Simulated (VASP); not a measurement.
A run of VASP 6.6.1:

INCAR

```
PREC = Accurate
ENCUT = 520
EDIFF = 1E-6
ISMEAR = -1
SIGMA = 0.1
LREAL = False
LASPH = True
NELM = 100
ALGO = Normal
ISIF = 2
LWAVE = False
LCHARG = True
GGA = RP
LELF = True
LVHAR = True
NBANDS = 11
```

Contents of KPOINTS:

```
regular mesh
0
Gamma
  12 12 12
```

File POSCAR:

```
Hf
1.0
    2.9491480542      0.0000000000      0.0000000000
    0.0000000000      2.9491480542      0.0000000000
    0.0000000000      0.0000000000      2.9491480542
Hf
1
Direct
    0.0000000000      0.0000000000      0.0000000000
```

Potentials or basis: VASP PAW PBE potentials, release 64 (Hf_pv).

Run with:

```console
$ cat potpaw_PBE.64/Hf_pv/POTCAR > POTCAR
$ mpirun -np 1 vasp_std > vasp.out
```

Hardware: 1 thread of Intel Xeon 6975P-C, on a shared host.

Task: Estimate the wall time of this run.

Result: Wall time 8.6 s on 1 thread of Intel Xeon 6975P-C (shared host), peak memory 0.16 GiB. Counts: scf iterations 12, k points 84.
